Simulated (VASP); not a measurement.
# Ru (P6/mmm) in VASP: notebook

Runs on Ru. Level: PBEsol. Tasks: relaxation of cell and atoms.

All numbers are computed with VASP 6.6.1; they aren't measurements. Logs are shortened: lines on timing, memory, paths and dates and some standing lists are left out, and cuts for length are marked.

**1. The cell of the first run**

The structure is hexagonal, space group P6/mmm (No. 191). Conventional cell: a = 2.301 Å, b = 2.301 Å, c = 2.163 Å, α = 90.00°, β = 90.00°, γ = 120.00°. Within 2.9 Å of Ru (site symmetry 6/mmm) lie 8 Ru at 2.16 to 2.30 Å.

**2. Relaxation of cell and atoms, PBEsol, target pressure 240 GPa, at which the enthalpy is minimised**

The input, INCAR:

```
SYSTEM = Ru
ALGO     = Normal         ! electronic algorithm
EDIFF    = 1E-6           ! SCF threshold, eV
EDIFFG   = -0.005         ! ionic threshold
ENCUT    = 600            ! plane-wave cutoff, eV
GGA      = PS             ! functional
IBRION   = 2              ! ionic algorithm
ISIF     = 3              ! what is computed and relaxed
ISMEAR   = -1             ! smearing method
LASPH    = .TRUE.         ! aspherical terms in the spheres
LCHARG   = .FALSE.        ! write CHGCAR
LREAL    = .FALSE.        ! projectors in reciprocal space
LWAVE    = .FALSE.        ! write WAVECAR
NELM     = 100            ! most SCF steps
NSW      = 60             ! ionic steps
PREC     = Accurate       ! precision mode
PSTRESS  = 2400.0       
SIGMA    = 0.05           ! smearing width, eV
```

The input, KPOINTS:

```
k-points
0
G
  19 19 18
  0 0 0
```

The input, POSCAR:

```
Ru
1.0
    2.3008259941      0.0000000000      0.0000000000
   -1.1504129971      1.9925737606      0.0000000000
    0.0000000000      0.0000000000      2.1627764345
Ru
1
Direct
    0.0000000000      0.0000000000      0.0000000000
```

Potentials or basis: VASP PAW PBE potentials, release 64 (Ru_pv).

Command:

```bash
> cat potpaw_PBE.64/Ru_pv/POTCAR > POTCAR
> mpirun -np 1 vasp_std > vasp.out
```

OUTCAR:

```text
SYSTEM = Ru
   EDIFF = 1E-6
   EDIFFG = -0.005
   ENCUT = 600
   GGA = PS
   IBRION = 2
   ISIF = 3
   ISMEAR = -1
   LASPH = .TRUE.
   LREAL = .FALSE.
   NELM = 100
   NSW = 60
   PREC = Accurate
   PSTRESS = 2400.0

 ion  position               nearest neighbor table
   1  0.000  0.000  0.000-

  LATTYP: Found a hexagonal cell.
 ALAT       =     2.3008259941
 C/A-ratio  =     0.9400000000

  Lattice vectors:

 A1 = (   2.3008259941,   0.0000000000,   0.0000000000)
 A2 = (  -1.1504129971,   1.9925737606,   0.0000000000)
 A3 = (   0.0000000000,   0.0000000000,   2.1627764345)

Analysis of symmetry for initial positions (statically):
=====================================================================
 Subroutine PRICEL returns:
 Original cell was already a primitive cell.

 Routine SETGRP: Setting up the symmetry group for a
 hexagonal supercell.

 Subroutine GETGRP returns: Found 24 space group operations
 (whereof 24 operations were pure point group operations)
 out of a pool of 24 trial point group operations.

The static configuration has the point symmetry D_6h.

Analysis of symmetry for dynamics (positions and initial velocities):
=====================================================================
 Subroutine PRICEL returns:
 Original cell was already a primitive cell.

 Routine SETGRP: Setting up the symmetry group for a
 hexagonal supercell.

 Subroutine GETGRP returns: Found 24 space group operations
 (whereof 24 operations were pure point group operations)
 out of a pool of 24 trial point group operations.

The dynamic configuration has the point symmetry D_6h.

 Subroutine INISYM returns: Found 24 space group operations
 (whereof 24 operations are pure point group operations),
 and found     1 'primitive' translations

----------------------------------------------------------------------------------------

                                     Primitive cell

  volume of cell :       9.9154

  direct lattice vectors                    reciprocal lattice vectors
     2.300825994  0.000000000  0.000000000     0.434626522  0.250931740  0.000000000
    -1.150412997  1.992573761  0.000000000     0.000000000  0.501863479  0.000000000
     0.000000000  0.000000000  2.162776435     0.000000000  0.000000000  0.462368641

  length of vectors
     2.300825994  2.300825994  2.162776435     0.501863479  0.501863479  0.462368641

  position of ions in fractional coordinates (direct lattice)
     0.000000000  0.000000000  0.000000000

  ion indices of the primitive-cell ions
   primitive index   ion index
                 1           1

----------------------------------------------------------------------------------------

 KPOINTS: k-points

Automatic generation of k-mesh.
 Grid dimensions read from file:
 generate k-points for:   19   19   18

 Generating k-lattice:

  Cartesian coordinates                     Fractional coordinates (reciprocal lattice)
     0.022875080  0.013206934  0.000000000     0.052631579  0.000000000  0.000000000
     0.000000000  0.026413867  0.000000000     0.000000000  0.052631579  0.000000000
     0.000000000  0.000000000  0.025687147     0.000000000  0.000000000  0.055555556

  Length of vectors
     0.026413867  0.026413867  0.025687147

  Shift w.r.t. Gamma in fractional coordinates (k-lattice)
     0.000000000  0.000000000  0.000000000

 Subroutine IBZKPT returns following result:
 ===========================================

 Found    400 irreducible k-points:

 Following reciprocal coordinates:
            Coordinates               Weight
  0.000000  0.000000  0.000000      1.000000
  0.052632  0.000000  0.000000      6.000000
  0.105263  0.000000  0.000000      6.000000
  0.157895  0.000000  0.000000      6.000000
  0.210526  0.000000  0.000000      6.000000
  0.263158 -0.000000  0.000000      6.000000
[... 16 lines left out ...]
  0.263158  0.105263  0.000000     12.000000
  0.315789  0.105263  0.000000     12.000000
 [... further k-points ...]
   k-points           NKPTS =    400   k-points in BZ     NKDIM =    400   number of bands    NBANDS=     11
   number of dos      NEDOS =    301   number of ions     NIONS =      1
   total plane-waves  NPLWV =   5832
   dimension x,y,z NGX =    18 NGY =   18 NGZ =   18
   dimension x,y,z NGXF=    36 NGYF=   36 NGZF=   36
   ions per type =               1
   NGX,Y,Z   is equivalent  to a cutoff of  13.01, 13.01, 13.84 a.u.
   NGXF,Y,Z  is equivalent  to a cutoff of  26.01, 26.01, 27.67 a.u.
 SYSTEM =  Ru
   PREC   = accura    normal or accurate (medium, high low for compatibility)
   ISTART =      0    job   : 0-new  1-cont  2-samecut
   ICHARG =      2    charge: 1-file 2-atom 10-const
   ISPIN  =      1    spin polarized calculation?
   LNONCOLLINEAR =      F non collinear calculations
   LSORBIT =      F    spin-orbit coupling
   LASPH  =      T    aspherical Exc in radial PAW
   ENCUT  =  600.0 eV  44.10 Ry    6.64 a.u.   4.60  4.60  4.32*2*pi/ulx,y,z
   NELM   =    100;   NELMIN=  2; NELMDL= -5     # of ELM steps
   EDIFF  = 0.1E-05   stopping-criterion for ELM
   LREAL  =      F    real-space projection
   EDIFFG = -.5E-02   stopping-criterion for IOM
   NSW    =     60    number of steps for IOM
   IBRION =      2    ionic relax: 0-MD 1-quasi-New 2-CG
   NFREE  =      1    steps in history (QN), initial steepest desc. (CG)
   ISIF   =      3    stress and relaxation
   ISYM   =      2    0-nonsym 1-usesym 2-fastsym
   POTIM  = 0.5000    time-step for ionic-motion
   TEBEG  =    0.0;   TEEND  =   0.0 temperature during run
   PSTRESS= 2400.0 pullay stress
   NELECT =      14.0000    total number of electrons
   NUPDOWN=      -1.0000    fix difference up-down
   EMIN   =  10.00;   EMAX   =-10.00  energy-range for DOS
   EFERMI =   0.00;   METHOD = LEGACY
   ISMEAR =    -1;   SIGMA  =   0.05  broadening in eV -4-tet -1-fermi 0-gaus
   EFERMI_NEDOS =   21; number of points for ismear=-14 and -15
   IALGO  =     38    algorithm
   IMIX   =      4    mixing-type and parameters
     AMIX     =   0.40;   BMIX     =  1.00
     AMIX_MAG =   1.60;   BMIX_MAG =  1.00
  volume/ion in A,a.u.               =       9.92        66.91
  Fermi-wavevector in a.u.,A,eV,Ry     =   1.836599  3.470668 45.893734  3.373094
  Thomas-Fermi vector in A             =   2.889755
   LORBIT       =      0    0 simple, 1 ext, 2 COOP (PROOUT), +10 PAW based schemes
   GGA     = PS    functional components
   LHFCALC =     F    Hartree Fock is set to
   AEXX    =    0.0000 exact exchange contribution
   IVDW    =     0    specifies the selected vdW correction
   LEPSILON=     F    determine dielectric tensor
   LRPA    =     F    only Hartree local field effects (RPA)
 conjugate gradient relaxation of ions
 non-spin polarized calculation
  energy-cutoff  :      600.00
  volume of cell :        9.92
 maximum number of plane-waves:       342
   NGX =  9   NGY =  9   NGZ =  9

--------------------------------------- Ionic step        1  -------------------------------------------

 number of electron      14.0000000 magnetization

 Free energy of the ion-electron system (eV)
  ---------------------------------------------------
  ext. energy  EPLUGINS =         0.00000000
  ---------------------------------------------------
  free energy    TOTEN  =        -6.69294531 eV

  energy without entropy =       -6.68786597  energy(sigma->0) =       -6.69040564

------------------------ aborting loop because EDIFF is reached ----------------------------------------

  FORCE on cell =-STRESS in cart. coord.  units (eV):
  Direction    XX          YY          ZZ          XY          YZ          ZX
  --------------------------------------------------------------------------------------
  -------------------------------------------------------------------------------------
  Total       16.0150973     16.0150973     15.1608961     -0.0000000     -0.0000000     -0.0000000
  in kB     2587.7978802   2587.7978802   2449.7718622     -0.0000001     -0.0000000     -0.0000000
  external PRESSURE =     141.7892075 kB  Pullay stress =    2400.0000000 kB

 VOLUME and BASIS-vectors are now :
 -----------------------------------------------------------------------------
  energy-cutoff  :      600.00
  volume of cell :        9.92
      direct lattice vectors                 reciprocal lattice vectors
     2.300825994  0.000000000  0.000000000     0.434626522  0.250931740  0.000000000
    -1.150412997  1.992573761  0.000000000     0.000000000  0.501863479  0.000000000
     0.000000000  0.000000000  2.162776435     0.000000000  0.000000000  0.462368641
[... 155 lines left out ...]
  FREE ENERGIE OF THE ION-ELECTRON SYSTEM (eV)
  ---------------------------------------------------
  free  energy   TOTEN  =        -6.8023416662 eV

  energy  without entropy=       -6.7964651757  energy(sigma->0) =       -6.79940342

  enthalpy is  TOTEN    =         8.1600981832 eV   P V=       14.9624398495

--------------------------------------- Ionic step        6  -------------------------------------------

 number of electron      13.9999997 magnetization

 Free energy of the ion-electron system (eV)
  ---------------------------------------------------
  ext. energy  EPLUGINS =         0.00000000
  ---------------------------------------------------
  free energy    TOTEN  =        -6.87623120 eV

  energy without entropy =       -6.87075102  energy(sigma->0) =       -6.87349111

 E-fermi :  19.2726     XC(G=0): -16.1204

 val. band max:       19.2571375354   @ k =   0.3158   0.2632   0.2778
 cond. band min:      19.3002222183   @ k =   0.2632   0.0526   0.2222
 fundamental gap:      0.0430846829
 Fermi energy:        19.2726123263

 k-point     1 :       0.0000    0.0000    0.0000
  band No.  band energies     occupation
      1     -23.1846      2.00000
      2     -23.1846      2.00000
      3     -23.0040      2.00000
      4       9.4358      2.00000
      5      10.0172      2.00000
      6      14.9668      2.00000
      7      14.9668      2.00000
      8      22.7388      0.00000
      9      22.7388      0.00000
     10      29.7882      0.00000
     11      33.5272      0.00000

 k-point     2 :       0.0526    0.0000    0.0000
  band No.  band energies     occupation
      1     -23.2817      2.00000
      2     -23.2055      2.00000
      3     -22.9938      2.00000
      4       9.6231      2.00000
      5      10.0754      2.00000
      6      14.8040      2.00000
      7      15.1223      2.00000
      8      22.5503      0.00000
      9      22.7077      0.00000
     10      29.7881      0.00000
     11      33.9234      0.00000
[... 295 lines left out ...]
 k-point    24 :       0.3158    0.1053    0.0000
  band No.  band energies     occupation
      1     -25.8578      2.00000
      2     -24.0131      2.00000
      3     -22.6703      2.00000
      4      10.6602      2.00000
      5      12.0727      2.00000
      6      16.8630      2.00000
      7      18.5357      2.00000
      8      21.4826      0.00000
      9      22.5471      0.00000
     10      29.7860      0.00000
     11      34.0191      0.00000

 [... further k-points ...]
[... 5 lines left out ...]
  --------------------------------------------------------------------------------------
  -------------------------------------------------------------------------------------
  Total       15.0331183     15.0331183     15.0264469     -0.0000000     -0.0000000     -0.0000000
  in kB     2400.6770372   2400.6770373   2399.6116697     -0.0000001     -0.0000000     -0.0000000
  external PRESSURE =       0.3219147 kB  Pullay stress =    2400.0000000 kB

 VOLUME and BASIS-vectors are now :
 -----------------------------------------------------------------------------
  energy-cutoff  :      600.00
  volume of cell :       10.03
      direct lattice vectors                 reciprocal lattice vectors
     2.315641769 -0.000000000  0.000000000     0.431845726  0.249326246 -0.000000000
    -1.157820884  2.005404598 -0.000000000     0.000000000  0.498652492  0.000000000
     0.000000000 -0.000000000  2.160491382    -0.000000000  0.000000000  0.462857667

 POSITION                                       TOTAL-FORCE (eV/Angst)
 -----------------------------------------------------------------------------------
      0.00000      0.00000      0.00000        -0.000000     -0.000000      0.000000
 -----------------------------------------------------------------------------------
    total drift:                                0.000000      0.000000      0.000000

  FREE ENERGIE OF THE ION-ELECTRON SYSTEM (eV)
  ---------------------------------------------------
  free  energy   TOTEN  =        -6.8762311991 eV

  energy  without entropy=       -6.8707510166  energy(sigma->0) =       -6.87349111

  enthalpy is  TOTEN    =         8.1526474779 eV   P V=       15.0288786770

 reached required accuracy - stopping structural energy minimisation
```

It took 1.9 min on 1 thread of Intel Xeon 6975P-C, shared host; peak memory 0.18 GiB.

What came out:

| Property | Result |
| --- | --- |
| Free energy | -6.8762 eV |
| Relaxed volume | 10.03 Å³/atom |
| Relaxed cell | a = 2.316 Å, b = 2.316 Å, c = 2.160 Å, α = 90.00°, β = 90.00°, γ = 120.00° |
| Space group after relaxing (to 0.05 Å) | P6/mmm (No. 191) |
| Energy change on relaxing (the enthalpy is what falls) | -183.3 meV/atom |
| Ionic steps | 6 |
| Pressure after relaxing | 240.0 GPa |
| Band gap on the k mesh | zero (band 7 reaches 23.60 eV, above the bottom of band 8 at 17.33 eV) |

Stress tensor (GPa, compression positive):
```
240.07   0.00   0.00
  0.00 240.07   0.00
  0.00   0.00 239.96
```

The path:
| step | energy change (eV) | largest force (eV/Å) | pressure (GPa) | volume (Å³) |
| --- | --- | --- | --- | --- |
| 1 | 0.0000 | 0.0000 | 254.18 | 9.92 |
| 2 | -1.4986 | 0.0000 | 131.14 | 11.22 |
| 3 | -0.2139 | 0.0000 | 237.53 | 10.05 |
| 4 | -0.1992 | 0.0000 | 238.64 | 10.04 |
| 5 | -0.1094 | 0.0000 | 245.98 | 9.99 |
| 6 | -0.1833 | 0.0000 | 240.03 | 10.03 |

Final structure:
```xyz
1
Lattice="2.3156 0.0000 0.0000 -1.1578 2.0054 0.0000 0.0000 0.0000 2.1605" Properties=species:S:1:pos:R:3 pbc="T T T"
Ru    0.0000    0.0000    0.0000
```

Caveat: the cell is relaxed towards a set pressure, so the enthalpy falls and the energy may rise; the PAW data sets were made with another functional, which shifts forces and pressure a little.

**3. Relaxation of cell and atoms, PBEsol, target pressure 240 GPa, at which the enthalpy is minimised**

This run uses another cell than the first one, of 10.00 Å³/atom, 1.008 times its volume.

The input, INCAR:

```
PREC = Accurate
ENCUT = 600
EDIFF = 1E-7
ISMEAR = -1
SIGMA = 0.05
LREAL = False
LASPH = True
NELM = 80
ALGO = Normal
ISIF = 3
LWAVE = False
LCHARG = False
GGA = PS
IBRION = 2
NSW = 32
EDIFFG = -0.005
PSTRESS = 2400.0
```

The input, KPOINTS:

```
regular mesh
0
Gamma
  19 19 18
```

The input, POSCAR:

```
Ru
1.0
    2.3138804158      0.0000000000      0.0000000000
   -1.1569402080      2.0038792214      0.0000000000
    0.0000000000      0.0000000000      2.1556381808
Ru
1
Direct
    0.0000000000      0.0000000000      0.0000000000
```

Potentials or basis: VASP PAW PBE potentials, release 64 (Ru_pv).

Command:

```bash
> cat potpaw_PBE.64/Ru_pv/POTCAR > POTCAR
> mpirun -np 1 vasp_std > vasp.out
```

It took 2.2 min on 1 thread of Intel Xeon 6975P-C, shared host; peak memory 0.18 GiB.

It converged, with:

```
Free energy                                            : -6.8764 eV
Relaxed volume                                         : 10.03 Å³/atom
Relaxed cell                                           : a = 2.316 Å, b = 2.316 Å, c = 2.160 Å, α = 90.00°, β = 90.00°, γ = 120.00°
Space group after relaxing (to 0.05 Å)                 : P6/mmm (No. 191)
Energy change on relaxing (the enthalpy is what falls) : -57.3 meV/atom
Ionic steps                                            : 9
Pressure after relaxing                                : 240.0 GPa
Band gap on the k mesh                                 : zero (band 7 reaches 23.60 eV, above the bottom of band 8 at 17.33 eV)
```

The path:
| step | energy change (eV) | largest force (eV/Å) | pressure (GPa) | volume (Å³) |
| --- | --- | --- | --- | --- |
| 1 | 0.0000 | 0.0000 | 244.58 | 10.00 |
| 2 | -0.5755 | 0.0000 | 198.19 | 10.41 |
| 3 | -0.0609 | 0.0000 | 239.75 | 10.04 |
| 4 | -0.0597 | 0.0000 | 239.82 | 10.03 |
| 5 | -0.0585 | 0.0000 | 239.91 | 10.03 |
| 6 | -0.0484 | 0.0000 | 240.66 | 10.03 |
| 7 | -0.0563 | 0.0000 | 240.09 | 10.03 |
| 8 | -0.0644 | 0.0000 | 239.45 | 10.04 |
| 9 | -0.0573 | 0.0000 | 240.00 | 10.03 |

Final structure:
```
CELL_PARAMETERS angstrom
2.31567 0.00000 0.00000
-1.15784 2.00543 0.00000
0.00000 0.00000 2.16044
ATOMIC_POSITIONS crystal
Ru 0.00000 0.00000 0.00000
```

Levels at points of the mesh, in eV from the Fermi level:
| k point | band 5 | band 6 | band 7 | band 8 | band 9 | band 10 |
| --- | --- | --- | --- | --- | --- | --- |
| (0.00, 0.00, 0.00) | -9.26 | -4.31 | -4.31 | 3.47 | 3.47 | 10.52 |
| (0.00, 0.00, 0.50) | -3.05 | -3.05 | -1.69 | -1.69 | -0.77 | 10.51 |

Caveat: the cell is relaxed towards a set pressure, so the enthalpy falls and the energy may rise; the PAW data sets were made with another functional, which shifts forces and pressure a little.
